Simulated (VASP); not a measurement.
# NaCl in VASP: a series of runs

Runs on NaCl. Level: PBE. Tasks: single point.

All numbers are computed with VASP 6.6.1; they aren't measurements. Logs are shortened: lines on timing, memory, paths and dates and some standing lists are left out, and cuts for length are marked.

### 1 The cell of the first run

It takes space group Pm-3m (No. 221, cubic). Conventional cell: a = 3.415 Å, b = 3.415 Å, c = 3.415 Å, α = 90.00°, β = 90.00°, γ = 90.00°. Within 3.9 Å of Na (site symmetry m-3m) lie 8 Cl at 2.96 Å and 6 Na at 3.41 Å. Cl (site symmetry m-3m) has 8 Na at 2.96 Å and 6 Cl at 3.41 Å within 3.9 Å.

### 2 Single point, PBE (strain -0.025 along x and y, -0.025 along z)

File INCAR:

```
  PREC = Accurate
  ENCUT = 520
  EDIFF = 1E-6
  ISMEAR = 0
  SIGMA = 0.05
  LREAL = F
  LASPH = T
  NELM = 60
  ALGO = Normal
  ISIF = 2
  LWAVE = F
  LCHARG = T
  GGA = PE
  LELF = T
  LVHAR = T
  NBANDS = 14
```

File KPOINTS:

```
regular mesh
0
Gamma
  6 6 6
```

File POSCAR:

```
NaCl
1.0
    3.4146352500      0.0000000000      0.0000000000
    0.0000000000      3.4146352500      0.0000000000
    0.0000000000      0.0000000000      3.4146352500
Na Cl
1 1
Direct
    0.0000000000      0.0000000000      0.0000000000
    0.5000000000      0.5000000000      0.5000000000
```

Potentials or basis: VASP PAW PBE potentials, release 64 (Na_pv, Cl).

Run with:

```console
cat potpaw_PBE.64/Na_pv/POTCAR potpaw_PBE.64/Cl/POTCAR > POTCAR
mpirun -np 1 vasp_std > vasp.out
```

OUTCAR:

```text
PREC = Accurate
   ENCUT = 520
   EDIFF = 1E-6
   ISMEAR = 0
   LREAL = F
   LASPH = T
   NELM = 60
   ISIF = 2
   GGA = PE

 ion  position               nearest neighbor table
   1  0.000  0.000  0.000-
   2  0.500  0.500  0.500-

  LATTYP: Found a simple cubic cell.
 ALAT       =     3.4146352500

  Lattice vectors:

 A1 = (   3.4146352500,   0.0000000000,   0.0000000000)
 A2 = (   0.0000000000,   3.4146352500,   0.0000000000)
 A3 = (   0.0000000000,   0.0000000000,   3.4146352500)

Analysis of symmetry for initial positions (statically):
=====================================================================
 Subroutine PRICEL returns:
 Original cell was already a primitive cell.

 Routine SETGRP: Setting up the symmetry group for a
 simple cubic supercell.

 Subroutine GETGRP returns: Found 48 space group operations
 (whereof 48 operations were pure point group operations)
 out of a pool of 48 trial point group operations.

The static configuration has the point symmetry O_h .

Analysis of symmetry for dynamics (positions and initial velocities):
=====================================================================
 Subroutine PRICEL returns:
 Original cell was already a primitive cell.

 Routine SETGRP: Setting up the symmetry group for a
 simple cubic supercell.

 Subroutine GETGRP returns: Found 48 space group operations
 (whereof 48 operations were pure point group operations)
 out of a pool of 48 trial point group operations.

The dynamic configuration has the point symmetry O_h .

 Subroutine INISYM returns: Found 48 space group operations
 (whereof 48 operations are pure point group operations),
 and found     1 'primitive' translations

----------------------------------------------------------------------------------------

                                     Primitive cell

  volume of cell :      39.8137

  direct lattice vectors                    reciprocal lattice vectors
     3.414635250  0.000000000  0.000000000     0.292857048  0.000000000  0.000000000
     0.000000000  3.414635250  0.000000000     0.000000000  0.292857048  0.000000000
     0.000000000  0.000000000  3.414635250     0.000000000  0.000000000  0.292857048

  length of vectors
     3.414635250  3.414635250  3.414635250     0.292857048  0.292857048  0.292857048

  position of ions in fractional coordinates (direct lattice)
     0.000000000  0.000000000  0.000000000
     0.500000000  0.500000000  0.500000000

  ion indices of the primitive-cell ions
   primitive index   ion index
                 1           1
                 2           2

----------------------------------------------------------------------------------------

 KPOINTS: regular mesh

Automatic generation of k-mesh.
 Grid dimensions read from file:
 generate k-points for:    6    6    6

 Generating k-lattice:

  Cartesian coordinates                     Fractional coordinates (reciprocal lattice)
     0.048809508  0.000000000  0.000000000     0.166666667  0.000000000  0.000000000
     0.000000000  0.048809508  0.000000000     0.000000000  0.166666667  0.000000000
     0.000000000  0.000000000  0.048809508     0.000000000  0.000000000  0.166666667

  Length of vectors
     0.048809508  0.048809508  0.048809508

  Shift w.r.t. Gamma in fractional coordinates (k-lattice)
     0.000000000  0.000000000  0.000000000

 Subroutine IBZKPT returns following result:
 ===========================================

 Found     20 irreducible k-points:

 Following reciprocal coordinates:
            Coordinates               Weight
  0.000000  0.000000  0.000000      1.000000
  0.166667  0.000000  0.000000      6.000000
  0.333333  0.000000  0.000000      6.000000
  0.500000  0.000000  0.000000      3.000000
  0.166667  0.166667  0.000000     12.000000
  0.333333  0.166667  0.000000     24.000000
[... 12 lines left out ...]
  0.500000  0.500000  0.333333      6.000000
  0.500000  0.500000  0.500000      1.000000
   k-points           NKPTS =     20   k-points in BZ     NKDIM =     20   number of bands    NBANDS=     14
   number of dos      NEDOS =    301   number of ions     NIONS =      2
   total plane-waves  NPLWV =  21952
   dimension x,y,z NGX =    28 NGY =   28 NGZ =   28
   dimension x,y,z NGXF=    56 NGYF=   56 NGZF=   56
   ions per type =               1   1
   NGX,Y,Z   is equivalent  to a cutoff of  13.63, 13.63, 13.63 a.u.
   NGXF,Y,Z  is equivalent  to a cutoff of  27.26, 27.26, 27.26 a.u.
 SYSTEM =  unknown system
   PREC   = accura    normal or accurate (medium, high low for compatibility)
   ISTART =      0    job   : 0-new  1-cont  2-samecut
   ICHARG =      2    charge: 1-file 2-atom 10-const
   ISPIN  =      1    spin polarized calculation?
   LNONCOLLINEAR =      F non collinear calculations
   LSORBIT =      F    spin-orbit coupling
   LASPH  =      T    aspherical Exc in radial PAW
   ENCUT  =  520.0 eV  38.22 Ry    6.18 a.u.   6.35  6.35  6.35*2*pi/ulx,y,z
   NELM   =     60;   NELMIN=  2; NELMDL= -5     # of ELM steps
   EDIFF  = 0.1E-05   stopping-criterion for ELM
   LREAL  =      F    real-space projection
   EDIFFG = 0.1E-04   stopping-criterion for IOM
   NSW    =      0    number of steps for IOM
   IBRION =     -1    ionic relax: 0-MD 1-quasi-New 2-CG
   NFREE  =      0    steps in history (QN), initial steepest desc. (CG)
   ISIF   =      2    stress and relaxation
   ISYM   =      2    0-nonsym 1-usesym 2-fastsym
   POTIM  = 0.5000    time-step for ionic-motion
   TEBEG  =    0.0;   TEEND  =   0.0 temperature during run
   PSTRESS=    0.0 pullay stress
   NELECT =      14.0000    total number of electrons
   NUPDOWN=      -1.0000    fix difference up-down
   EMIN   =  10.00;   EMAX   =-10.00  energy-range for DOS
   EFERMI =   0.00;   METHOD = LEGACY
   ISMEAR =     0;   SIGMA  =   0.05  broadening in eV -4-tet -1-fermi 0-gaus
   EFERMI_NEDOS =   21; number of points for ismear=-14 and -15
   IALGO  =     38    algorithm
   IMIX   =      4    mixing-type and parameters
     AMIX     =   0.40;   BMIX     =  1.00
     AMIX_MAG =   1.60;   BMIX_MAG =  1.00
  volume/ion in A,a.u.               =      19.91       134.34
  Fermi-wavevector in a.u.,A,eV,Ry     =   1.155509  2.183595 18.166501  1.335200
  Thomas-Fermi vector in A             =   2.292137
   LORBIT       =      0    0 simple, 1 ext, 2 COOP (PROOUT), +10 PAW based schemes
   GGA     = PE    functional components
   LHFCALC =     F    Hartree Fock is set to
   AEXX    =    0.0000 exact exchange contribution
   IVDW    =     0    specifies the selected vdW correction
   LEPSILON=     F    determine dielectric tensor
   LRPA    =     F    only Hartree local field effects (RPA)
 non-spin polarized calculation
 Gauss-broadening in eV      SIGMA  =   0.05
  energy-cutoff  :      520.00
  volume of cell :       39.81
 maximum number of plane-waves:      1108
 NGX is ok and might be reduce to    28
   NGX = 13   NGY = 13   NGZ = 13

 number of electron      14.0000015 magnetization

 Free energy of the ion-electron system (eV)
  ---------------------------------------------------
  ext. energy  EPLUGINS =         0.00000000
  ---------------------------------------------------
  free energy    TOTEN  =        -6.44453287 eV

  energy without entropy =       -6.44453287  energy(sigma->0) =       -6.44453287

 E-fermi :   1.2467     XC(G=0):  -8.7656

 val. band max:        0.9784339626   @ k =   0.5000   0.5000   0.0000
 cond. band min:       5.2259813701   @ k =   0.0000   0.0000   0.0000
 fundamental gap:      4.2475474075
 Fermi energy:         1.2467057646

 k-point     1 :       0.0000    0.0000    0.0000
  band No.  band energies     occupation
      1     -21.0316      2.00000
      2     -21.0316      2.00000
      3     -21.0316      2.00000
      4     -12.6775      2.00000
      5       0.4228      2.00000
      6       0.4228      2.00000
      7       0.4228      2.00000
      8       5.2260      0.00000
      9       9.4649      0.00000
     10       9.4649      0.00000
     11      17.1593      0.00000
     12      17.1593      0.00000
     13      17.1593      0.00000
     14      17.3996      0.00000

 k-point     2 :       0.1667    0.0000    0.0000
  band No.  band energies     occupation
      1     -21.0454      2.00000
      2     -21.0303      2.00000
      3     -21.0303      2.00000
      4     -12.5750      2.00000
      5      -0.4633      2.00000
      6       0.4851      2.00000
      7       0.4851      2.00000
      8       5.9849      0.00000
      9       9.7805      0.00000
     10      10.1384      0.00000
     11      15.1833      0.00000
     12      15.1833      0.00000
     13      16.6911      0.00000
     14      17.3735      0.00000

 k-point     3 :       0.3333    0.0000    0.0000
  band No.  band energies     occupation
      1     -21.0729      2.00000
      2     -21.0278      2.00000
      3     -21.0278      2.00000
      4     -12.3562      2.00000
      5      -1.7705      2.00000
      6       0.6154      2.00000
      7       0.6154      2.00000
      8       7.2708      0.00000
      9      10.6269      0.00000
     10      10.6613      0.00000
     11      13.5888      0.00000
     12      13.5888      0.00000
     13      15.6512      0.00000
     14      17.3184      0.00000
[... 256 lines left out ...]
 k-point    19 :       0.5000    0.5000    0.3333
  band No.  band energies     occupation
      1     -21.0679      2.00000
      2     -21.0679      2.00000
      3     -21.0551      2.00000
      4     -11.6783      2.00000
      5      -1.2322      2.00000
      6      -1.2322      2.00000
      7      -0.6616      2.00000
      8       7.5716      0.00000
      9       8.7613      0.00000
     10       8.7613      0.00000
     11      14.3571      0.00000
     12      15.2932      0.00000
     13      17.1433      0.00000
     14      17.1433      0.00000

 k-point    20 :       0.5000    0.5000    0.5000
  band No.  band energies     occupation
      1     -21.0660      2.00000
      2     -21.0660      2.00000
      3     -21.0660      2.00000
      4     -11.5907      2.00000
      5      -1.1096      2.00000
      6      -1.1096      2.00000
      7      -1.1096      2.00000
      8       8.0939      0.00000
      9       8.0939      0.00000
     10       8.0939      0.00000
     11      13.2458      0.00000
     12      17.6151      0.00000
     13      17.6151      0.00000
     14      17.6151      0.00000

------------------------ aborting loop because EDIFF is reached ----------------------------------------

  FORCE on cell =-STRESS in cart. coord.  units (eV):
  Direction    XX          YY          ZZ          XY          YZ          ZX
  --------------------------------------------------------------------------------------
  -------------------------------------------------------------------------------------
  Total        0.6064412      0.6064412      0.6064412     -0.0000000      0.0000000     -0.0000000
  in kB       24.4042967     24.4042967     24.4042967     -0.0000000      0.0000000     -0.0000000
  external PRESSURE =      24.4042967 kB  Pullay stress =       0.0000000 kB

 VOLUME and BASIS-vectors are now :
 -----------------------------------------------------------------------------
  energy-cutoff  :      520.00
  volume of cell :       39.81
      direct lattice vectors                 reciprocal lattice vectors
     3.414635250  0.000000000  0.000000000     0.292857048  0.000000000  0.000000000
     0.000000000  3.414635250  0.000000000     0.000000000  0.292857048  0.000000000
     0.000000000  0.000000000  3.414635250     0.000000000  0.000000000  0.292857048

 POSITION                                       TOTAL-FORCE (eV/Angst)
 -----------------------------------------------------------------------------------
      0.00000      0.00000      0.00000         0.000000      0.000000      0.000000
      1.70732      1.70732      1.70732         0.000000      0.000000      0.000000
 -----------------------------------------------------------------------------------
    total drift:                               -0.000000      0.000000      0.000000

  FREE ENERGIE OF THE ION-ELECTRON SYSTEM (eV)
  ---------------------------------------------------
  free  energy   TOTEN  =        -6.4445328655 eV

  energy  without entropy=       -6.4445328655  energy(sigma->0) =       -6.44453287
```

Wall time 15 s (1 thread of Intel Xeon 8259CL, shared host); peak memory 0.15 GiB.

Results:

```
Free energy            : -6.4445 eV
Pressure               : 2.4 GPa
Band gap on the k mesh : 4.25 eV, indirect (least direct gap 4.80 eV)
```

Levels at points of the mesh, in eV from the valence-band top:
```csv
k point,band 3,band 4,band 5,band 6,band 7,band 8,band 9,band 10,band 11,band 12
"(0.00, 0.00, 0.00)",-22.01,-13.66,-0.56,-0.56,-0.56,4.25,8.49,8.49,16.18,16.18
"(0.50, 0.00, 0.00)",-22.00,-13.22,-3.29,-0.29,-0.29,7.17,9.10,10.48,12.03,12.03
"(0.50, 0.50, 0.00)",-22.00,-12.90,-2.54,-2.54,0.00,5.53,10.04,11.54,11.54,12.71
"(0.50, 0.50, 0.50)",-22.04,-12.57,-2.09,-2.09,-2.09,7.12,7.12,7.12,12.27,16.64
```

Caveat: the cell differs from its parent crystal (strain -0.025 along x and y, -0.025 along z). A k mesh can miss the band edges.

### 3 Single point, PBE (strain +0.025 along x and y, +0.025 along z)

File INCAR:

```
SYSTEM = NaCl
PREC     = Accurate       ! precision mode
ENCUT    = 520            ! plane-wave cutoff, eV
EDIFF    = 1E-6           ! SCF threshold, eV
ISMEAR   = 0              ! smearing method
SIGMA    = 0.05           ! smearing width, eV
LREAL    = .FALSE.        ! projectors in reciprocal space
LASPH    = .TRUE.         ! aspherical terms in the spheres
NELM     = 100            ! most SCF steps
ALGO     = Normal         ! electronic algorithm
ISIF     = 2              ! what is computed and relaxed
LWAVE    = .FALSE.        ! write WAVECAR
LCHARG   = .FALSE.        ! write CHGCAR
GGA      = PE             ! functional
NBANDS   = 14             ! bands
```

File KPOINTS:

```
regular mesh
0
G
  6 6 6
  0 0 0
```

File POSCAR:

```
NaCl
1.0
    3.5897447500      0.0000000000      0.0000000000
    0.0000000000      3.5897447500      0.0000000000
    0.0000000000      0.0000000000      3.5897447500
Na Cl
1 1
Direct
    0.0000000000      0.0000000000      0.0000000000
    0.5000000000      0.5000000000      0.5000000000
```

Potentials or basis: VASP PAW PBE potentials, release 64 (Na_pv, Cl).

Run with:

```console
cat potpaw_PBE.64/Na_pv/POTCAR potpaw_PBE.64/Cl/POTCAR > POTCAR
mpirun -np 1 vasp_std > vasp.out
```

Wall time 16 s (1 thread of Intel Xeon 8259CL, shared host); peak memory 0.15 GiB.

It converged, with:

* Free energy: -6.4527 eV
* Pressure: -1.6 GPa
* Band gap on the k mesh: 3.75 eV, indirect (least direct gap 4.18 eV)

Levels at points of the mesh, in eV from the valence-band top:
| k point | band 5 | band 6 | band 7 | band 8 | band 9 | band 10 |
| --- | --- | --- | --- | --- | --- | --- |
| (0.00, 0.00, 0.00) | -0.43 | -0.43 | -0.43 | 3.75 | 8.64 | 8.64 |
| (0.50, 0.00, 0.00) | -2.63 | -0.22 | -0.22 | 6.69 | 8.07 | 10.52 |
| (0.50, 0.50, 0.00) | -2.01 | -2.01 | 0.00 | 5.53 | 9.72 | 10.54 |
| (0.50, 0.50, 0.50) | -1.63 | -1.63 | -1.63 | 7.11 | 7.11 | 7.11 |

Caveat: the cell differs from its parent crystal (strain +0.025 along x and y, +0.025 along z).

### 4 Single point, PBE (strain +0.050 along x and y, +0.050 along z)

File INCAR:

```
SYSTEM = NaCl
PREC = Accurate ; ENCUT = 520
EDIFF = 1E-6 ; ISMEAR = 0
SIGMA = 0.05 ; LREAL = .FALSE.
LASPH = .TRUE. ; NELM = 80
ALGO = Normal ; ISIF = 2
LWAVE = .FALSE. ; LCHARG = .TRUE.
GGA = PE ; LELF = .TRUE.
LVHAR = .TRUE. ; NBANDS = 14
```

File KPOINTS:

```
Automatic mesh
0
G
  6 6 6
  0 0 0
```

File POSCAR:

```
NaCl
1.0
    3.6772995000      0.0000000000      0.0000000000
    0.0000000000      3.6772995000      0.0000000000
    0.0000000000      0.0000000000      3.6772995000
Na Cl
1 1
Direct
    0.0000000000      0.0000000000      0.0000000000
    0.5000000000      0.5000000000      0.5000000000
```

Run with:

```console
cat potpaw_PBE.64/Na_pv/POTCAR potpaw_PBE.64/Cl/POTCAR > POTCAR
mpirun -np 1 vasp_std > vasp.out
```

Run time: 15 s. Hardware: 1 thread of Intel Xeon 8259CL, shared host; peak memory 0.15 GiB.

The run converged. Its results:

```
Free energy            : -6.4067 eV
Pressure               : -2.7 GPa
Band gap on the k mesh : 3.54 eV, indirect (least direct gap 3.93 eV)
```

Levels at points of the mesh, in eV from the valence-band top:
```tsv
k point	band 3	band 4	band 5	band 6	band 7	band 8	band 9	band 10	band 11	band 12
(0.00, 0.00, 0.00)	-22.28	-12.94	-0.38	-0.38	-0.38	3.54	8.67	8.67	14.36	14.36
(0.50, 0.00, 0.00)	-22.28	-12.70	-2.35	-0.20	-0.20	6.48	7.62	10.51	11.44	11.44
(0.50, 0.50, 0.00)	-22.28	-12.51	-1.80	-1.80	0.00	5.49	9.54	10.09	10.09	12.34
(0.50, 0.50, 0.50)	-22.29	-12.33	-1.45	-1.45	-1.45	7.07	7.07	7.07	10.51	14.54
```

Caveat: the cell differs from its parent crystal (strain +0.050 along x and y, +0.050 along z). A k mesh can miss the band edges.

### 5 Single point, PBE (strain -0.050 along x and y, +0.000 along z)

File INCAR:

```
SYSTEM = NaCl
PREC     = Accurate       ! precision mode
ENCUT    = 520            ! plane-wave cutoff, eV
EDIFF    = 1E-6           ! SCF threshold, eV
ISMEAR   = 0              ! smearing method
SIGMA    = 0.05           ! smearing width, eV
LREAL    = .FALSE.        ! projectors in reciprocal space
LASPH    = .TRUE.         ! aspherical terms in the spheres
NELM     = 100            ! most SCF steps
ALGO     = Normal         ! electronic algorithm
ISIF     = 2              ! what is computed and relaxed
LWAVE    = .FALSE.        ! write WAVECAR
LCHARG   = .TRUE.         ! write CHGCAR
GGA      = PE             ! functional
LELF     = .TRUE.         ! ELF
LVHAR    = .TRUE.       
NBANDS   = 14             ! bands
```

KPOINTS is that of step 4.

File POSCAR:

```
NaCl
1.0
    3.3270805000      0.0000000000      0.0000000000
    0.0000000000      3.3270805000      0.0000000000
    0.0000000000      0.0000000000      3.5021900000
Na Cl
1 1
Direct
    0.0000000000      0.0000000000      0.0000000000
    0.5000000000      0.5000000000      0.5000000000
```

Run with:

```console
cat potpaw_PBE.64/Na_pv/POTCAR potpaw_PBE.64/Cl/POTCAR > POTCAR
mpirun -np 1 vasp_std > vasp.out
```

It took 30 s on 1 thread of Intel Xeon 8259CL, shared host; peak memory 0.16 GiB.

Results (log left out):

```
Free energy            : -6.4056 eV
Pressure               : 3.6 GPa
Band gap on the k mesh : 4.18 eV, indirect (least direct gap 4.71 eV)
```

Stress tensor (GPa, compression positive):
```
5.10 0.00 0.00
0.00 5.10 0.00
0.00 0.00 0.47
```

Levels at points of the mesh, in eV from the valence-band top:
```tsv
k point	band 4	band 5	band 6	band 7	band 8	band 9	band 10	band 11
(0.00, 0.00, 0.00)	-13.89	-1.02	-0.54	-0.54	4.18	8.13	8.57	15.91
(0.50, 0.00, 0.00)	-13.37	-3.55	-0.70	-0.24	7.03	9.22	10.37	11.32
(0.50, 0.50, 0.00)	-12.99	-2.73	-2.73	-0.33	5.55	9.65	11.48	11.48
(0.00, 0.00, 0.50)	-13.50	-3.56	-0.34	-0.34	7.27	8.93	10.37	12.23
(0.50, 0.00, 0.50)	-13.12	-2.88	-2.69	0.00	5.30	10.14	11.38	11.89
(0.50, 0.50, 0.50)	-12.72	-2.37	-2.37	-2.18	6.97	6.99	6.99	12.35
```

Caveat: the cell differs from its parent crystal (strain -0.050 along x and y, +0.000 along z). A k mesh can miss the band edges.

### 6 The runs side by side

| cell | gap on the mesh (eV) | pressure (GPa) |
| --- | --- | --- |
| a = 3.415 Å, 2 atoms | 4.25 | 2.4 |
| a = 3.590 Å, 2 atoms | 3.75 | -1.6 |
| a = 3.677 Å, 2 atoms | 3.54 | -2.7 |
| a = 3.327, b = 3.327, c = 3.502 Å, 2 atoms | 4.18 | 3.6 |

Alike in all rows: task single point; level PBE; potentials or basis VASP PAW PBE potentials, release 64 (Na_pv, Cl); no spin polarisation; k mesh 6 × 6 × 6; cutoff (eV) 520; smearing gaussian 0.05 eV.

Total energies depend on the potentials used, so only differences within one code and one set of settings carry meaning.
